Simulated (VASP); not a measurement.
# Sb2Se3 (R-3m) in VASP: settings compared

Sb2Se3 is run at these levels: PBE+D4, PBE+D3(BJ); tasks: single point.

Everything below comes from runs of VASP 6.6.1. Logs are shortened: lines on timing, memory, paths and dates and some standing lists are left out, and cuts for length are marked.

## Step 1: The cell of the first run

The structure is trigonal, space group R-3m (No. 166). The conventional cell has a = 4.023 Å, b = 4.023 Å, c = 28.062 Å, α = 90.00°, β = 90.00°, γ = 120.00°. Sb (site symmetry 3m) has 6 Se at 2.80 to 2.98 Å within 3.7 Å. Within 3.7 Å of Se (site symmetry 3m) lie 3 Sb at 2.80 Å and 3 Se at 3.42 Å. Within 4.2 Å of Se (site symmetry -3m) lie 6 Sb at 2.98 Å and 12 Se at 4.02 to 4.14 Å.

## Step 2: Single point, PBE+D4

Input file INCAR:

```
SYSTEM = Sb2Se3
  PREC = Accurate
  ENCUT = 520
  EDIFF = 1E-7
  ISMEAR = -1
  SIGMA = 0.02
  LREAL = .FALSE.
  LASPH = .TRUE.
  NELM = 80
  ALGO = Normal
  ISIF = 2
  LWAVE = .FALSE.
  LCHARG = .FALSE.
  GGA = PE
  IVDW = 13
  NBANDS = 22
```

Input file KPOINTS:

```
Automatic mesh
0
G
  6 6 6
  0 0 0
```

Input file POSCAR:

```
Sb2Se3
1.0
    2.0113185161      1.1612352867      9.3541587046
   -2.0113185161      1.1612352867      9.3541587046
    0.0000000000     -2.3224705733      9.3541587046
Sb Se
2 3
Direct
    0.3996075683      0.3996075683      0.3996075683
    0.6003924317      0.6003924317      0.6003924317
    0.2113478167      0.2113478167      0.2113478167
    0.7886521833      0.7886521833      0.7886521833
    0.0000000000      0.0000000000      0.0000000000
```

Potentials or basis: VASP PAW PBE potentials, release 64 (Sb, Se).

On the command line:

```sh
$ cat potpaw_PBE.64/Sb/POTCAR potpaw_PBE.64/Se/POTCAR > POTCAR
$ mpirun -np 1 vasp_std > vasp.out
```

OUTCAR:

```text
SYSTEM = Sb2Se3
   PREC = Accurate
   ENCUT = 520
   EDIFF = 1E-7
   ISMEAR = -1
   LREAL = .FALSE.
   LASPH = .TRUE.
   NELM = 80
   ISIF = 2
   GGA = PE
   IVDW = 13

 ion  position               nearest neighbor table
   1  0.400  0.400  0.400-   4 2.80   4 2.80   4 2.80   5 2.98   5 2.98   5 2.98
   2  0.600  0.600  0.600-   3 2.80   3 2.80   3 2.80   5 2.98   5 2.98   5 2.98
   3  0.211  0.211  0.211-   2 2.80   2 2.80   2 2.80
   4  0.789  0.789  0.789-   1 2.80   1 2.80   1 2.80
   5  0.000  0.000  0.000-   2 2.98   1 2.98   2 2.98   2 2.98   1 2.98   1 2.98

  LATTYP: Found a trigonal (rhomboedric) cell.
 ALAT       =     9.6381613721
 COS(alpha) =     0.9129029767

  Lattice vectors:

 A1 = (   2.0113185161,   1.1612352867,   9.3541587046)
 A2 = (  -2.0113185161,   1.1612352867,   9.3541587046)
 A3 = (   0.0000000000,  -2.3224705733,   9.3541587046)

Analysis of symmetry for initial positions (statically):
=====================================================================
 Subroutine PRICEL returns:
 Original cell was already a primitive cell.

 Routine SETGRP: Setting up the symmetry group for a
 trigonal (rhombohedral) supercell.

 Subroutine GETGRP returns: Found 12 space group operations
 (whereof 12 operations were pure point group operations)
 out of a pool of 12 trial point group operations.

The static configuration has the point symmetry D_3d.

Analysis of symmetry for dynamics (positions and initial velocities):
=====================================================================
 Subroutine PRICEL returns:
 Original cell was already a primitive cell.

 Routine SETGRP: Setting up the symmetry group for a
 trigonal (rhombohedral) supercell.

 Subroutine GETGRP returns: Found 12 space group operations
 (whereof 12 operations were pure point group operations)
 out of a pool of 12 trial point group operations.

The dynamic configuration has the point symmetry D_3d.

 Subroutine INISYM returns: Found 12 space group operations
 (whereof 12 operations are pure point group operations),
 and found     1 'primitive' translations

----------------------------------------------------------------------------------------

                                     Primitive cell

  volume of cell :     131.0862

  direct lattice vectors                    reciprocal lattice vectors
     2.011318516  1.161235287  9.354158705     0.248593147  0.143525320  0.035634774
    -2.011318516  1.161235287  9.354158705    -0.248593147  0.143525320  0.035634774
     0.000000000 -2.322470573  9.354158705     0.000000000 -0.287050641  0.035634774

  length of vectors
     9.638161372  9.638161372  9.638161372     0.289254054  0.289254054  0.289254054

  position of ions in fractional coordinates (direct lattice)
     0.399607568  0.399607568  0.399607568
     0.600392432  0.600392432  0.600392432
     0.211347817  0.211347817  0.211347817
     0.788652183  0.788652183  0.788652183
     0.000000000  0.000000000  0.000000000

  ion indices of the primitive-cell ions
   primitive index   ion index
                 1           1
                 2           2
                 3           3
                 4           4
                 5           5

----------------------------------------------------------------------------------------

 KPOINTS: Automatic mesh

Automatic generation of k-mesh.
 Grid dimensions read from file:
 generate k-points for:    6    6    6

 Generating k-lattice:

  Cartesian coordinates                     Fractional coordinates (reciprocal lattice)
     0.041432191  0.023920887  0.005939129     0.166666667  0.000000000  0.000000000
    -0.041432191  0.023920887  0.005939129     0.000000000  0.166666667  0.000000000
     0.000000000 -0.047841773  0.005939129     0.000000000  0.000000000  0.166666667

  Length of vectors
     0.048209009  0.048209009  0.048209009

  Shift w.r.t. Gamma in fractional coordinates (k-lattice)
     0.000000000  0.000000000  0.000000000

 Subroutine IBZKPT returns following result:
 ===========================================

 Found     32 irreducible k-points:

 Following reciprocal coordinates:
            Coordinates               Weight
  0.000000  0.000000  0.000000      1.000000
  0.166667  0.000000  0.000000      6.000000
  0.333333  0.000000  0.000000      6.000000
  0.500000  0.000000  0.000000      3.000000
  0.166667  0.166667  0.000000      6.000000
  0.333333  0.166667  0.000000     12.000000
[... 16 lines left out ...]
  0.500000  0.500000  0.166667      6.000000
 -0.333333  0.500000  0.166667     12.000000
 [... further k-points ...]
   k-points           NKPTS =     32   k-points in BZ     NKDIM =     32   number of bands    NBANDS=     22
   number of dos      NEDOS =    301   number of ions     NIONS =      5
   total plane-waves  NPLWV = 373248
   dimension x,y,z NGX =    72 NGY =   72 NGZ =   72
   dimension x,y,z NGXF=   144 NGYF=  144 NGZF=  144
   ions per type =               2   3
   NGX,Y,Z   is equivalent  to a cutoff of  12.42, 12.42, 12.42 a.u.
   NGXF,Y,Z  is equivalent  to a cutoff of  24.84, 24.84, 24.84 a.u.
 SYSTEM =  Sb2Se3
   PREC   = accura    normal or accurate (medium, high low for compatibility)
   ISTART =      0    job   : 0-new  1-cont  2-samecut
   ICHARG =      2    charge: 1-file 2-atom 10-const
   ISPIN  =      1    spin polarized calculation?
   LNONCOLLINEAR =      F non collinear calculations
   LSORBIT =      F    spin-orbit coupling
   LASPH  =      T    aspherical Exc in radial PAW
   ENCUT  =  520.0 eV  38.22 Ry    6.18 a.u.  17.92 17.92 17.92*2*pi/ulx,y,z
   NELM   =     80;   NELMIN=  2; NELMDL= -5     # of ELM steps
   EDIFF  = 0.1E-06   stopping-criterion for ELM
   LREAL  =      F    real-space projection
   EDIFFG = 0.1E-05   stopping-criterion for IOM
   NSW    =      0    number of steps for IOM
   IBRION =     -1    ionic relax: 0-MD 1-quasi-New 2-CG
   NFREE  =      0    steps in history (QN), initial steepest desc. (CG)
   ISIF   =      2    stress and relaxation
   ISYM   =      2    0-nonsym 1-usesym 2-fastsym
   POTIM  = 0.5000    time-step for ionic-motion
   TEBEG  =    0.0;   TEEND  =   0.0 temperature during run
   PSTRESS=    0.0 pullay stress
   NELECT =      28.0000    total number of electrons
   NUPDOWN=      -1.0000    fix difference up-down
   EMIN   =  10.00;   EMAX   =-10.00  energy-range for DOS
   EFERMI =   0.00;   METHOD = LEGACY
   ISMEAR =    -1;   SIGMA  =   0.02  broadening in eV -4-tet -1-fermi 0-gaus
   EFERMI_NEDOS =   21; number of points for ismear=-14 and -15
   IALGO  =     38    algorithm
   IMIX   =      4    mixing-type and parameters
     AMIX     =   0.40;   BMIX     =  1.00
     AMIX_MAG =   1.60;   BMIX_MAG =  1.00
  volume/ion in A,a.u.               =      26.22       176.92
  Fermi-wavevector in a.u.,A,eV,Ry     =   0.978607  1.849300 13.029924  0.957672
  Thomas-Fermi vector in A             =   2.109396
   LORBIT       =      0    0 simple, 1 ext, 2 COOP (PROOUT), +10 PAW based schemes
   GGA     = PE    functional components
   LHFCALC =     F    Hartree Fock is set to
   AEXX    =    0.0000 exact exchange contribution
   IVDW    =    13    specifies the selected vdW correction
   LEPSILON=     F    determine dielectric tensor
   LRPA    =     F    only Hartree local field effects (RPA)
 non-spin polarized calculation
  energy-cutoff  :      520.00
  volume of cell :      131.09
 maximum number of plane-waves:      3556
   NGX = 35   NGY = 35   NGZ = 35

 number of electron      28.0000000 magnetization

 Free energy of the ion-electron system (eV)
  ---------------------------------------------------
  ext. energy  EPLUGINS =         0.00000000
  ---------------------------------------------------
  free energy    TOTEN  =       -20.02661836 eV

  energy without entropy =      -20.02661386  energy(sigma->0) =      -20.02661611

 E-fermi :   5.6657     XC(G=0):  -9.5568

 val. band max:        5.5373295017   @ k =   0.0000   0.0000   0.0000
 cond. band min:       5.7940505526   @ k =   0.0000   0.0000   0.0000
 fundamental gap:      0.2567210509
 Fermi energy:         5.6657335735

 k-point     1 :       0.0000    0.0000    0.0000
  band No.  band energies     occupation
      1      -9.1507      2.00000
      2      -8.2528      2.00000
      3      -7.8768      2.00000
      4      -3.3173      2.00000
      5      -2.2821      2.00000
      6       3.2215      2.00000
[... 14 lines left out ...]
     21      10.8270      0.00000
     22      11.9230      0.00000

 k-point     2 :       0.1667    0.0000    0.0000
  band No.  band energies     occupation
      1      -8.9049      2.00000
      2      -8.0784      2.00000
      3      -7.7139      2.00000
      4      -3.4031      2.00000
      5      -2.5131      2.00000
      6       1.7243      2.00000
[... 14 lines left out ...]
     21      10.1305      0.00000
     22      11.1552      0.00000

 k-point     3 :       0.3333    0.0000    0.0000
  band No.  band energies     occupation
      1      -8.2434      2.00000
      2      -7.6869      2.00000
      3      -7.3708      2.00000
      4      -3.8613      2.00000
      5      -3.1847      2.00000
      6       0.0951      2.00000
[... 14 lines left out ...]
     21       9.8749      0.00000
     22      11.5072      0.00000

 k-point     4 :       0.5000    0.0000    0.0000
  band No.  band energies     occupation
      1      -7.6316      2.00000
      2      -7.4256      2.00000
      3      -7.3772      2.00000
      4      -4.2125      2.00000
      5      -3.6854      2.00000
      6      -0.5772      2.00000
[... 14 lines left out ...]
     21       9.5692      0.00000
     22      11.1325      0.00000

 k-point     5 :       0.1667    0.1667    0.0000
  band No.  band energies     occupation
      1      -8.8956      2.00000
      2      -8.1271      2.00000
      3      -7.6699      2.00000
      4      -3.4100      2.00000
      5      -2.5239      2.00000
      6       1.6792      2.00000
[... 14 lines left out ...]
     21      10.2590      0.00000
     22      11.0468      0.00000

 k-point     6 :       0.3333    0.1667    0.0000
  band No.  band energies     occupation
      1      -8.4325      2.00000
      2      -7.8487      2.00000
      3      -7.4056      2.00000
      4      -3.6048      2.00000
      5      -3.0904      2.00000
      6       0.7392      2.00000
[... 14 lines left out ...]
     21      10.2378      0.00000
     22      10.3170      0.00000

 k-point     7 :       0.5000    0.1667    0.0000
  band No.  band energies     occupation
      1      -7.7223      2.00000
      2      -7.4803      2.00000
      3      -7.2368      2.00000
      4      -4.0625      2.00000
      5      -3.7431      2.00000
      6      -0.1568      2.00000
[... 324 lines left out ...]
      6       0.6619      2.00000
[... 14 lines left out ...]
     21      10.4292      0.00000
     22      10.4897      0.00000

 k-point    21 :      -0.3333    0.3333    0.1667
  band No.  band energies     occupation
      1      -7.6631      2.00000
      2      -7.5721      2.00000
      3      -7.2060      2.00000
      4      -4.0400      2.00000
      5      -3.7660      2.00000
      6       0.0262      2.00000
[... 14 lines left out ...]
     21      10.3307      0.00000
     22      11.0331      0.00000

 k-point    22 :      -0.1667    0.3333    0.1667
  band No.  band energies     occupation
      1      -7.7522      2.00000
      2      -7.3845      2.00000
      3      -7.3023      2.00000
      4      -4.0893      2.00000
      5      -3.7178      2.00000
      6      -0.2555      2.00000
[... 14 lines left out ...]
     21       9.7422      0.00000
     22      12.0207      0.00000

 k-point    23 :       0.5000    0.5000    0.1667
  band No.  band energies     occupation
      1      -8.1447      2.00000
      2      -7.9079      2.00000
      3      -7.2435      2.00000
      4      -3.7408      2.00000
      5      -3.3303      2.00000
      6       0.0165      2.00000
[... 14 lines left out ...]
     21       9.7706      0.00000
     22      11.2741      0.00000

 k-point    24 :      -0.3333    0.5000    0.1667
  band No.  band energies     occupation
      1      -7.6597      2.00000
      2      -7.5743      2.00000
      3      -7.2079      2.00000
      4      -4.0446      2.00000
      5      -3.7623      2.00000
      6       0.0622      2.00000
[... 14 lines left out ...]
     21      10.3761      0.00000
     22      11.5574      0.00000

 [... further k-points ...]

------------------------ aborting loop because EDIFF is reached ----------------------------------------

  DFT-D4 for vdW energy calculation

  Edisp (eV):   -2.22907

  FORCE on cell =-STRESS in cart. coord.  units (eV):
  Direction    XX          YY          ZZ          XY          YZ          ZX
  --------------------------------------------------------------------------------------
  -------------------------------------------------------------------------------------
  Total      -0.03115    -0.03115    -0.02966     0.00000    -0.00000     0.00000
  in kB      -0.38068    -0.38068    -0.36256     0.00000    -0.00000     0.00000
  external pressure =       -0.37 kB  Pullay stress =        0.00 kB

 VOLUME and BASIS-vectors are now :
 -----------------------------------------------------------------------------
  energy-cutoff  :      520.00
  volume of cell :      131.09
      direct lattice vectors                 reciprocal lattice vectors
     2.011318516  1.161235287  9.354158705     0.248593147  0.143525320  0.035634774
    -2.011318516  1.161235287  9.354158705    -0.248593147  0.143525320  0.035634774
     0.000000000 -2.322470573  9.354158705     0.000000000 -0.287050641  0.035634774

 POSITION                                       TOTAL-FORCE (eV/Angst)
 -----------------------------------------------------------------------------------
      0.00000      0.00000     11.21398         0.000000     -0.000000     -0.027396
      0.00000      0.00000     16.84850         0.000000      0.000000      0.027396
      0.00000      0.00000      5.93094         0.000000     -0.000000     -0.014434
      0.00000      0.00000     22.13153         0.000000      0.000000      0.014434
      0.00000      0.00000      0.00000         0.000000      0.000000      0.000000
 -----------------------------------------------------------------------------------
    total drift:                               -0.000000     -0.000000     -0.000000

  FREE ENERGIE OF THE ION-ELECTRON SYSTEM (eV)
  ---------------------------------------------------
  free  energy   TOTEN  =       -22.2556878160 eV

  energy  without entropy=      -22.2556833151  energy(sigma->0) =      -22.25568557
```

Run time: 10 min. Hardware: 1 thread of AMD EPYC 7R13 (Zen 3), shared host; peak memory 0.66 GiB.

Results:

* Free energy: -22.2557 eV
* Pressure: 0.0 GPa
* Largest force: 0.027 eV/Å
* Band gap on the k mesh: 0.26 eV
* Dispersion energy per atom: -0.446 eV

Forces on the atoms (eV/Å):
```
Sb   0.000  0.000 -0.027
Sb   0.000  0.000  0.027
Se   0.000  0.000 -0.014
Se   0.000  0.000  0.014
Se   0.000  0.000  0.000
```

Levels at points of the mesh, in eV from the valence-band top:
```csv
k point,band 11,band 12,band 13,band 14,band 15,band 16,band 17,band 18
"(0.00, 0.00, 0.00)",-2.21,-1.60,-1.60,0.00,0.26,0.90,0.90,2.02
"(0.50, 0.00, 0.00)",-3.35,-2.60,-1.64,-0.45,0.52,1.38,2.79,2.83
"(0.50, 0.50, 0.00)",-2.23,-2.22,-2.12,-0.98,0.96,1.58,2.12,2.89
"(0.50, 0.50, 0.50)",-1.81,-1.81,-1.22,-0.69,0.68,1.23,1.23,2.00
```

Caveat: semilocal functionals underestimate gaps, and a narrow one can read as zero; spin-orbit coupling is left out, which moves the levels of the heavy elements. A k mesh can miss the band edges.

## Step 3: Single point, PBE+D3(BJ)

Input file INCAR:

```
SYSTEM = Sb2Se3
PREC     = Accurate       ! precision mode
ENCUT    = 520            ! plane-wave cutoff, eV
EDIFF    = 1E-7           ! SCF threshold, eV
ISMEAR   = -1             ! smearing method
SIGMA    = 0.02           ! smearing width, eV
LREAL    = .False.        ! projectors in reciprocal space
LASPH    = .True.         ! aspherical terms in the spheres
NELM     = 80             ! most SCF steps
ALGO     = Normal         ! electronic algorithm
ISIF     = 2              ! what is computed and relaxed
LWAVE    = .False.        ! write WAVECAR
LCHARG   = .False.        ! write CHGCAR
GGA      = PE             ! functional
IVDW     = 12             ! dispersion correction
NBANDS   = 22             ! bands
```

Input file KPOINTS:

```
regular mesh
0
Gamma
  8 8 8
  0 0 0
```

Input file POSCAR:

```
Sb2Se3
1.0
    2.0127979120      1.1620894163      9.3533255668
   -2.0127979120      1.1620894163      9.3533255668
    0.0000000000     -2.3241788326      9.3533255668
Sb Se
2 3
Direct
    0.3997420428      0.3997420428      0.3997420428
    0.6002579572      0.6002579572      0.6002579572
    0.2112520654      0.2112520654      0.2112520654
    0.7887479346      0.7887479346      0.7887479346
    0.0000000000      0.0000000000      0.0000000000
```

Potentials or basis: VASP PAW PBE potentials, release 64 (Sb, Se).

On the command line:

```sh
$ cat potpaw_PBE.64/Sb/POTCAR potpaw_PBE.64/Se/POTCAR > POTCAR
$ mpirun -np 1 vasp_std > vasp.out
```

Wall time 18 min (1 thread of AMD EPYC 7R13 (Zen 3), shared host); peak memory 0.73 GiB.

The run converged. Its results:

| Quantity | Value |
| --- | --- |
| Free energy | -22.0702 eV |
| Pressure | 0.0 GPa |
| Largest force | 0.024 eV/Å |
| Band gap on the k mesh | 0.27 eV |
| Dispersion energy per atom | -0.411 eV |

Forces in eV/Å, atoms in the order of the input:
```
Sb   0.000  0.000 -0.024
Sb   0.000  0.000  0.024
Se   0.000  0.000 -0.010
Se   0.000  0.000  0.010
Se   0.000  0.000  0.000
```

Levels at points of the mesh, in eV from the valence-band top:
| k point | band 11 | band 12 | band 13 | band 14 | band 15 | band 16 | band 17 | band 18 |
| --- | --- | --- | --- | --- | --- | --- | --- | --- |
| (0.00, 0.00, 0.00) | -2.21 | -1.59 | -1.59 | 0.00 | 0.27 | 0.90 | 0.90 | 2.02 |
| (0.50, 0.00, 0.00) | -3.34 | -2.59 | -1.63 | -0.44 | 0.52 | 1.39 | 2.79 | 2.84 |
| (0.50, 0.50, 0.00) | -2.22 | -2.20 | -2.11 | -0.97 | 0.96 | 1.58 | 2.13 | 2.88 |
| (0.50, 0.50, 0.50) | -1.79 | -1.79 | -1.22 | -0.68 | 0.69 | 1.24 | 1.24 | 2.00 |

Caveat: semilocal functionals underestimate gaps, and a narrow one can read as zero; spin-orbit coupling is left out, which moves the levels of the heavy elements.
